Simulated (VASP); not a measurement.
Write the native input for VASP 6.6.1 that does the following.

* Task: single point
* Functional: LDA
* Potentials or basis: VASP PAW LDA potentials, release 64 (Sb)
* Cutoff: 520 eV
* k mesh: 19 × 19 × 19
* Occupations: fermi-dirac, width 0.1 eV
* Spin: no spin polarisation
* Dipole correction: no
* Further INCAR settings: ALGO = Normal; EDIFF = 1e-06; NBANDS = 8

The structure of Sb lies in POSCAR:

```
Sb
1.0
    0.0000000000      2.3425303230      2.3425303230
    2.3425303230      0.0000000000      2.3425303230
    2.3425303230      2.3425303230      0.0000000000
Sb
1
Direct
    0.0000000000      0.0000000000      0.0000000000
```

These files were run (other wordings do the same):

INCAR

```
  ALGO = Normal
  EDIFF = 1E-6
  ENCUT = 520
  GGA = CA
  ISIF = 2
  ISMEAR = -1
  LASPH = True
  LCHARG = True
  LELF = True
  LREAL = False
  LVHAR = True
  LWAVE = False
  NBANDS = 8
  NELM = 80
  PREC = Accurate
  SIGMA = 0.1
```

KPOINTS

```
k-points
0
Gamma
  19 19 19
```

Potentials or basis: VASP PAW LDA potentials, release 64 (Sb).

Run with:

```bash
$ cat potpaw_LDA.64/Sb/POTCAR > POTCAR
$ mpirun -np 1 vasp_std > vasp.out
```

It gave:

- Pressure: 0.2 GPa

Run time: 67 s on 1 thread of Intel Xeon 8259CL, on a shared host, peak memory 0.17 GiB.
